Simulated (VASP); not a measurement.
A run of VASP 6.6.1 is set up as follows.

INCAR

```
SYSTEM = SnPbSe2
  PREC = Accurate
  ENCUT = 520
  EDIFF = 1E-6
  ISMEAR = 0
  SIGMA = 0.01
  LREAL = .False.
  LASPH = .True.
  NELM = 100
  ALGO = Normal
  ISIF = 2
  LWAVE = .False.
  LCHARG = .True.
  LELF = .True.
  LVHAR = .True.
  NBANDS = 28
```

KPOINTS

```
regular mesh
0
Gamma
  6 6 6
  0 0 0
```

File POSCAR:

```
SnPbSe2
1.0
    2.1644771955      1.2496579706      7.0681245573
   -2.1644771955      1.2496579706      7.0681245573
    0.0000000000     -2.4993259744      7.0681245573
Sn Pb Se
1 1 2
Direct
    0.5000000000      0.5000000000      0.5000000000
    0.0000000000      0.0000000000      0.0000000000
    0.7525600000      0.7525600000      0.7525600000
    0.2474400000      0.2474400000      0.2474400000
```

Potentials or basis: VASP PAW LDA potentials, release 64 (Sn_d, Pb_d, Se).

Command:

```bash
$ cat potpaw_LDA.64/Sn_d/POTCAR potpaw_LDA.64/Pb_d/POTCAR potpaw_LDA.64/Se/POTCAR > POTCAR
$ mpirun -np 1 vasp_std > vasp.out
```

(1) What does it give for the pressure?

(2) Predict the largest force.

(3) What does it give for the band gap on the k mesh?

## Answers

(1) -3.9 GPa.

(2) 0.009 eV/Å.

(3) 0.13 eV, direct.

Caveat: spin-orbit coupling is left out, which moves the levels of the heavy elements.
